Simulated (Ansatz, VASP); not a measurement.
**In3O2: VASP beside Ansatz**

```
In O
1.0
     1.76971    1.02174    8.20349
    -1.76971    1.02174    8.20349
     0.00000   -2.04348    8.20349
In O
3 2
Cartesian
  0.0000 0.0000 0.0000
  0.0000 0.0000 5.1559
  0.0000 0.0000 19.4546
  0.0000 0.0000 9.8442
  0.0000 0.0000 14.7663
```

Alike in both runs: task relaxation of cell and atoms; functional PBE; k mesh 6 × 6 × 6; occupations gaussian, width 0.1 eV; no spin polarisation.

|  | VASP | Ansatz |
| --- | --- | --- |
| version | VASP 6.6.1 | Ansatz 0.2.0 |
| potentials or method | VASP PAW PBE potentials, release 64 (In_d, O), cutoff 600 eV | scalar-relativistic, plane waves, PAW |
| valence electrons in the cell | 51 | 51 |

```tsv
	VASP	Ansatz	Ansatz less VASP
gap on the k mesh at the Fermi level, each at its own relaxed structure (eV)	none	none	-
relaxed volume (Å³/atom)	19.27	19.40	+0.127
relaxed cell length with the largest relative difference (Å)	9.789	9.871	+0.0821
```

A gap of «none» marks a metal or a gap that the smearing closes.
